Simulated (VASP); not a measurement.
# CoSi2 (fluorite type) (Fm-3m) in VASP: notebook

The runs below take CoSi2 (fluorite type) through single point, with PBEsol.

All numbers are computed with VASP 6.6.1; they aren't measurements. Logs are shortened: lines on timing, memory, paths and dates and some standing lists are left out, and cuts for length are marked.

## (1) The cell of the first run

Symmetry: Fm-3m, No. 225, cubic system. Conventional cell: a = 4.932 Å, b = 4.932 Å, c = 4.932 Å, α = 90.00°, β = 90.00°, γ = 90.00°. Co (site symmetry m-3m) has 8 Si at 2.14 Å within 2.8 Å. Si (site symmetry -43m) has 4 Co at 2.14 Å and 6 Si at 2.47 Å within 2.8 Å.

## (2) Single point, PBEsol (10.00 Å³/atom)

INCAR

```
SYSTEM = CoSi2
ALGO = Normal
EDIFF = 1E-6
ENCUT = 600
GGA = PS
GGA_COMPAT = .FALSE.
ISIF = 2
ISMEAR = -1
LASPH = .TRUE.
LCHARG = .FALSE.
LREAL = .FALSE.
LWAVE = .FALSE.
NBANDS = 16
NELM = 120
PREC = Accurate
SIGMA = 0.1
```

KPOINTS

```
k-points
0
G
  11 11 11
  0 0 0
```

POSCAR

```
CoSi2
1.0
    0.0000000000      2.4658217127      2.4658217127
    2.4658217127      0.0000000000      2.4658217127
    2.4658217127      2.4658217127      0.0000000000
Co Si
1 2
Direct
    0.0000000000      0.0000000000      0.0000000000
    0.2500000000      0.2500000000      0.2500000000
    0.7500000000      0.7500000000      0.7500000000
```

Potentials or basis: VASP PAW PBE potentials, release 64 (Co, Si).

Launch:

```sh
cat potpaw_PBE.64/Co/POTCAR potpaw_PBE.64/Si/POTCAR > POTCAR
mpirun -np 1 vasp_std > vasp.out
```

OUTCAR:

```text
SYSTEM = CoSi2
   EDIFF = 1E-6
   ENCUT = 600
   GGA = PS
   ISIF = 2
   ISMEAR = -1
   LASPH = .TRUE.
   LREAL = .FALSE.
   NELM = 120
   PREC = Accurate

 ion  position               nearest neighbor table
   1  0.000  0.000  0.000-   3 2.14   3 2.14   3 2.14   2 2.14   2 2.14   2 2.14   3 2.14   2 2.14

   2  0.250  0.250  0.250-   1 2.14   1 2.14   1 2.14   1 2.14   3 2.47   3 2.47   3 2.47   3 2.47
                             3 2.47   3 2.47
   3  0.750  0.750  0.750-   1 2.14   1 2.14   1 2.14   1 2.14   2 2.47   2 2.47   2 2.47   2 2.47
                             2 2.47   2 2.47

  LATTYP: Found a face centered cubic cell.
 ALAT       =     4.9316434254

  Lattice vectors:

 A1 = (   0.0000000000,   2.4658217127,   2.4658217127)
 A2 = (   2.4658217127,   0.0000000000,   2.4658217127)
 A3 = (   2.4658217127,   2.4658217127,   0.0000000000)

Analysis of symmetry for initial positions (statically):
=====================================================================
 Subroutine PRICEL returns:
 Original cell was already a primitive cell.

 Routine SETGRP: Setting up the symmetry group for a
 face centered cubic supercell.

 Subroutine GETGRP returns: Found 48 space group operations
 (whereof 48 operations were pure point group operations)
 out of a pool of 48 trial point group operations.

The static configuration has the point symmetry O_h .

Analysis of symmetry for dynamics (positions and initial velocities):
=====================================================================
 Subroutine PRICEL returns:
 Original cell was already a primitive cell.

 Routine SETGRP: Setting up the symmetry group for a
 face centered cubic supercell.

 Subroutine GETGRP returns: Found 48 space group operations
 (whereof 48 operations were pure point group operations)
 out of a pool of 48 trial point group operations.

The dynamic configuration has the point symmetry O_h .

 Subroutine INISYM returns: Found 48 space group operations
 (whereof 48 operations are pure point group operations),
 and found     1 'primitive' translations

----------------------------------------------------------------------------------------

                                     Primitive cell

  volume of cell :      29.9858

  direct lattice vectors                    reciprocal lattice vectors
     0.000000000  2.465821713  2.465821713    -0.202772162  0.202772162  0.202772162
     2.465821713  0.000000000  2.465821713     0.202772162 -0.202772162  0.202772162
     2.465821713  2.465821713  0.000000000     0.202772162  0.202772162 -0.202772162

  length of vectors
     3.487198508  3.487198508  3.487198508     0.351211687  0.351211687  0.351211687

  position of ions in fractional coordinates (direct lattice)
     0.000000000  0.000000000  0.000000000
     0.250000000  0.250000000  0.250000000
     0.750000000  0.750000000  0.750000000

  ion indices of the primitive-cell ions
   primitive index   ion index
                 1           1
                 2           2
                 3           3

----------------------------------------------------------------------------------------

 KPOINTS: k-points

Automatic generation of k-mesh.
 Grid dimensions read from file:
 generate k-points for:   11   11   11

 Generating k-lattice:

  Cartesian coordinates                     Fractional coordinates (reciprocal lattice)
    -0.018433833  0.018433833  0.018433833     0.090909091  0.000000000  0.000000000
     0.018433833 -0.018433833  0.018433833     0.000000000  0.090909091  0.000000000
     0.018433833  0.018433833 -0.018433833     0.000000000  0.000000000  0.090909091

  Length of vectors
     0.031928335  0.031928335  0.031928335

  Shift w.r.t. Gamma in fractional coordinates (k-lattice)
     0.000000000  0.000000000  0.000000000

 Subroutine IBZKPT returns following result:
 ===========================================

 Found     56 irreducible k-points:

 Following reciprocal coordinates:
            Coordinates               Weight
  0.000000  0.000000  0.000000      1.000000
  0.090909  0.000000  0.000000      8.000000
  0.181818  0.000000  0.000000      8.000000
  0.272727  0.000000  0.000000      8.000000
  0.363636  0.000000  0.000000      8.000000
  0.454545  0.000000  0.000000      8.000000
[... 16 lines left out ...]
 -0.272727  0.181818  0.000000     24.000000
 -0.181818  0.181818  0.000000     12.000000
 [... further k-points ...]
   k-points           NKPTS =     56   k-points in BZ     NKDIM =     56   number of bands    NBANDS=     16
   number of dos      NEDOS =    301   number of ions     NIONS =      3
   total plane-waves  NPLWV =  21952
   dimension x,y,z NGX =    28 NGY =   28 NGZ =   28
   dimension x,y,z NGXF=    56 NGYF=   56 NGZF=   56
   ions per type =               1   2
   NGX,Y,Z   is equivalent  to a cutoff of  13.35, 13.35, 13.35 a.u.
   NGXF,Y,Z  is equivalent  to a cutoff of  26.70, 26.70, 26.70 a.u.
 SYSTEM =  CoSi2
   PREC   = accura    normal or accurate (medium, high low for compatibility)
   ISTART =      0    job   : 0-new  1-cont  2-samecut
   ICHARG =      2    charge: 1-file 2-atom 10-const
   ISPIN  =      1    spin polarized calculation?
   LNONCOLLINEAR =      F non collinear calculations
   LSORBIT =      F    spin-orbit coupling
   LASPH  =      T    aspherical Exc in radial PAW
   ENCUT  =  600.0 eV  44.10 Ry    6.64 a.u.   6.96  6.96  6.96*2*pi/ulx,y,z
   NELM   =    120;   NELMIN=  2; NELMDL= -5     # of ELM steps
   EDIFF  = 0.1E-05   stopping-criterion for ELM
   LREAL  =      F    real-space projection
   EDIFFG = 0.1E-04   stopping-criterion for IOM
   NSW    =      0    number of steps for IOM
   IBRION =     -1    ionic relax: 0-MD 1-quasi-New 2-CG
   NFREE  =      0    steps in history (QN), initial steepest desc. (CG)
   ISIF   =      2    stress and relaxation
   ISYM   =      2    0-nonsym 1-usesym 2-fastsym
   POTIM  = 0.5000    time-step for ionic-motion
   TEBEG  =    0.0;   TEEND  =   0.0 temperature during run
   PSTRESS=    0.0 pullay stress
   NELECT =      17.0000    total number of electrons
   NUPDOWN=      -1.0000    fix difference up-down
   EMIN   =  10.00;   EMAX   =-10.00  energy-range for DOS
   EFERMI =   0.00;   METHOD = LEGACY
   ISMEAR =    -1;   SIGMA  =   0.10  broadening in eV -4-tet -1-fermi 0-gaus
   EFERMI_NEDOS =   21; number of points for ismear=-14 and -15
   IALGO  =     38    algorithm
   IMIX   =      4    mixing-type and parameters
     AMIX     =   0.40;   BMIX     =  1.00
     AMIX_MAG =   1.60;   BMIX_MAG =  1.00
  volume/ion in A,a.u.               =      10.00        67.45
  Fermi-wavevector in a.u.,A,eV,Ry     =   1.354938  2.560462 24.978356  1.835857
  Thomas-Fermi vector in A             =   2.482068
   LORBIT       =      0    0 simple, 1 ext, 2 COOP (PROOUT), +10 PAW based schemes
   GGA     = PS    functional components
   LHFCALC =     F    Hartree Fock is set to
   AEXX    =    0.0000 exact exchange contribution
   IVDW    =     0    specifies the selected vdW correction
   LEPSILON=     F    determine dielectric tensor
   LRPA    =     F    only Hartree local field effects (RPA)
 non-spin polarized calculation
  energy-cutoff  :      600.00
  volume of cell :       29.99
 maximum number of plane-waves:      1015
   NGX = 13   NGY = 13   NGZ = 13

 number of electron      16.9999997 magnetization

 Free energy of the ion-electron system (eV)
  ---------------------------------------------------
  ext. energy  EPLUGINS =         0.00000000
  ---------------------------------------------------
  free energy    TOTEN  =       -19.63083745 eV

  energy without entropy =      -19.60711889  energy(sigma->0) =      -19.61897817

 E-fermi :  13.7270     XC(G=0): -13.0311

 val. band max:       13.7120961051   @ k =  -0.2727   0.2727   0.0000
 cond. band min:      13.8298016841   @ k =   0.3636   0.1818   0.0000
 fundamental gap:      0.1177055790
 Fermi energy:        13.7270085718

 k-point     1 :       0.0000    0.0000    0.0000
  band No.  band energies     occupation
      1      -1.4758      2.00000
      2       8.3695      2.00000
      3       8.3695      2.00000
      4       8.3695      2.00000
      5      10.8025      2.00000
      6      10.8025      2.00000
[... 8 lines left out ...]
     15      20.6564      0.00000
     16      20.6564      0.00000

 k-point     2 :       0.0909    0.0000    0.0000
  band No.  band energies     occupation
      1      -1.3243      2.00000
      2       8.1330      2.00000
      3       8.4241      2.00000
      4       8.4241      2.00000
      5      10.7540      2.00000
      6      10.7540      2.00000
[... 8 lines left out ...]
     15      19.9329      0.00000
     16      20.5947      0.00000

 k-point     3 :       0.1818    0.0000    0.0000
  band No.  band energies     occupation
      1      -0.8738      2.00000
      2       7.4464      2.00000
      3       8.5648      2.00000
      4       8.5648      2.00000
      5      10.6640      2.00000
      6      10.6640      2.00000
[... 8 lines left out ...]
     15      20.0738      0.00000
     16      21.8733      0.00000

 k-point     4 :       0.2727    0.0000    0.0000
  band No.  band energies     occupation
      1      -0.1373      2.00000
      2       6.3640      2.00000
      3       8.7209      2.00000
      4       8.7209      2.00000
      5      10.6686      2.00000
      6      10.6686      2.00000
[... 8 lines left out ...]
     15      21.5443      0.00000
     16      23.4246      0.00000

 k-point     5 :       0.3636    0.0000    0.0000
  band No.  band energies     occupation
      1       0.8595      2.00000
      2       5.0058      2.00000
      3       8.8108      2.00000
      4       8.8108      2.00000
      5      10.8800      2.00000
      6      10.8800      2.00000
[... 8 lines left out ...]
     15      23.2285      0.00000
     16      25.0336      0.00000

 k-point     6 :       0.4545    0.0000    0.0000
  band No.  band energies     occupation
      1       2.0517      2.00000
      2       3.5825      2.00000
      3       8.8325      2.00000
      4       8.8325      2.00000
      5      10.8933      2.00000
      6      11.1967      2.00000
[... 8 lines left out ...]
     15      24.8848      0.00000
     16      26.6606      0.00000

 k-point     7 :       0.0909    0.0909    0.0000
  band No.  band energies     occupation
      1      -1.2738      2.00000
      2       8.1651      2.00000
      3       8.3949      2.00000
      4       8.3949      2.00000
      5      10.5921      2.00000
      6      10.8675      2.00000
[... 8 lines left out ...]
     15      20.9548      0.00000
     16      20.9548      0.00000

 k-point     8 :       0.1818    0.0909    0.0000
  band No.  band energies     occupation
      1      -0.9228      2.00000
      2       7.6954      2.00000
      3       8.4672      2.00000
      4       8.5240      2.00000
      5      10.3632      2.00000
      6      10.9005      2.00000
[... 8 lines left out ...]
     15      21.0105      0.00000
     16      21.7632      0.00000

 k-point     9 :       0.2727    0.0909    0.0000
  band No.  band energies     occupation
      1      -0.2813      2.00000
      2       6.7938      2.00000
      3       8.5954      2.00000
      4       8.6920      2.00000
      5      10.2141      2.00000
      6      10.9458      2.00000
[... 8 lines left out ...]
     15      22.3596      0.00000
     16      23.4758      0.00000
[... 172 lines left out ...]
 k-point    19 :       0.3636    0.1818    0.0000
  band No.  band energies     occupation
      1       0.6866      2.00000
      2       6.1607      2.00000
      3       8.4907      2.00000
      4       8.7242      2.00000
      5       9.5438      2.00000
      6      11.2762      2.00000
[... 8 lines left out ...]
     15      24.9780      0.00000
     16      25.8073      0.00000

 k-point    20 :       0.4545    0.1818    0.0000
  band No.  band energies     occupation
      1       1.7472      2.00000
      2       4.8863      2.00000
      3       8.2133      2.00000
      4       8.8709      2.00000
      5       9.6799      2.00000
      6      11.0054      2.00000
[... 8 lines left out ...]
     15      26.0737      0.00000
     16      27.3545      0.00000

 k-point    21 :      -0.4545    0.1818    0.0000
  band No.  band energies     occupation
      1       2.9308      2.00000
      2       3.5807      2.00000
      3       7.9221      2.00000
      4       9.0283      2.00000
      5       9.8249      2.00000
      6      10.9845      2.00000
[... 8 lines left out ...]
     15      24.7708      0.00000
     16      25.9782      0.00000

 k-point    22 :      -0.3636    0.1818    0.0000
  band No.  band energies     occupation
      1       2.1389      2.00000
      2       4.4240      2.00000
      3       7.7272      2.00000
      4       9.2089      2.00000
      5      10.2011      2.00000
      6      10.4255      2.00000
[... 8 lines left out ...]
     15      23.9063      0.00000
     16      24.6106      0.00000

 k-point    23 :      -0.2727    0.1818    0.0000
  band No.  band energies     occupation
      1       1.0102      2.00000
      2       5.6965      2.00000
      3       7.7327      2.00000
      4       9.3310      2.00000
      5       9.9962      2.00000
      6      10.9125      2.00000
[... 8 lines left out ...]
     15      22.7721      0.00000
     16      25.4260      0.00000

 k-point    24 :      -0.1818    0.1818    0.0000
  band No.  band energies     occupation
      1       0.1080      2.00000
      2       6.6090      2.00000
      3       8.0100      2.00000
      4       9.1101      2.00000
      5      10.0537      2.00000
      6      11.0519      2.00000
[... 8 lines left out ...]
     15      22.5077      0.00000
     16      24.7808      0.00000

 [... further k-points ...]
[... 5 lines left out ...]
  --------------------------------------------------------------------------------------
  -------------------------------------------------------------------------------------
  Total       13.3077874     13.3077874     13.3077874      0.0000000      0.0000000      0.0000000
  in kB      711.0521017    711.0521017    711.0521017      0.0000000      0.0000000      0.0000000
  external PRESSURE =     711.0521017 kB  Pullay stress =       0.0000000 kB

 VOLUME and BASIS-vectors are now :
 -----------------------------------------------------------------------------
  energy-cutoff  :      600.00
  volume of cell :       29.99
      direct lattice vectors                 reciprocal lattice vectors
     0.000000000  2.465821713  2.465821713    -0.202772162  0.202772162  0.202772162
     2.465821713  0.000000000  2.465821713     0.202772162 -0.202772162  0.202772162
     2.465821713  2.465821713  0.000000000     0.202772162  0.202772162 -0.202772162

 POSITION                                       TOTAL-FORCE (eV/Angst)
 -----------------------------------------------------------------------------------
      0.00000      0.00000      0.00000         0.000000      0.000000      0.000000
      1.23291      1.23291      1.23291        -0.000000     -0.000000     -0.000000
      3.69873      3.69873      3.69873         0.000000      0.000000      0.000000
 -----------------------------------------------------------------------------------
    total drift:                               -0.000000     -0.000000      0.000000

  FREE ENERGIE OF THE ION-ELECTRON SYSTEM (eV)
  ---------------------------------------------------
  free  energy   TOTEN  =       -19.6308374547 eV

  energy  without entropy=      -19.6071188879  energy(sigma->0) =      -19.61897817
```

It took 50 s on 1 thread of Intel Xeon 8259CL, shared host; peak memory 0.18 GiB.

Results:

```yaml
Free_energy: -19.6308 eV
Pressure: 71.1 GPa
Band_gap_on_the_k_mesh: zero (an odd number of electrons rules out a gap without spin polarisation)
```

Caveat: the cell stands under pressure; the PAW data sets were made with another functional, which shifts forces and pressure a little; the run has no spin polarisation, though such a crystal can be magnetic.

(Part 1 of 2 ends here.)
